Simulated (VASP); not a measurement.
Runs of VASP 6.6.1 on Li2P. The structure is that of space group P-6m2 (No. 187), or close to it. The cells are those of the table. 

| task | cell | k mesh | cutoff (eV) | gap on the mesh (eV) | pressure (GPa) | relaxed volume (Å³/atom) | largest force (eV/Å) |
| --- | --- | --- | --- | --- | --- | --- | --- |
| single point | a = 4.309, b = 4.309, c = 6.900 Å, angles 90.0, 90.0, 120.0°, 6 atoms | 12 × 12 × 6 | 520 | none | - | - | 0.04 |
| single point | a = 4.289, b = 4.289, c = 6.965 Å, angles 90.0, 90.0, 120.0°, 6 atoms | 6 × 6 × 2 | 520 | none | - | - | 0.05 |
| relaxation of cell and atoms | relaxed from a = 4.307, b = 4.307, c = 6.917 Å, angles 90.0, 90.0, 120.0°, 6 atoms | 12 × 12 × 6 | 600 | none | 0.0 | 18.44 | - |
| single point | a = 4.307, b = 4.307, c = 6.917 Å, angles 90.0, 90.0, 120.0°, 6 atoms | 6 × 6 × 4 | 520 | none | - | - | 0.08 |
| relaxation of cell and atoms | relaxed from a = 3.525, b = 3.525, c = 10.079 Å, angles 90.0, 90.0, 120.0°, 6 atoms | 6 × 6 × 2 | 600 | none | 0.0 | 18.12 | 0.04 |
| single point | a = 3.525, b = 3.525, c = 10.079 Å, angles 90.0, 90.0, 120.0°, 6 atoms | 6 × 6 × 2 | 520 | none | - | - | (a) |
| relaxation of cell and atoms | relaxed from a = 4.289, b = 4.289, c = 6.965 Å, angles 90.0, 90.0, 120.0°, 6 atoms | 6 × 6 × 4 | 600 | none | 0.0 | 18.44 | 0.03 |

Alike in all rows: level PBE; potentials or basis VASP PAW PBE potentials, release 64 (Li_sv, P); no spin polarisation; smearing gaussian 0.1 eV.

Q: Estimate the missing entries.

A: (a) 0.51.

Caveats: some runs use coarse meshes; the cutoff is under 1.25 times the usual one of these potentials, so pressure, stress and relaxed cells hold a basis-set (Pulay) error.

A gap of «none» marks levels without a gap at the run's occupations.
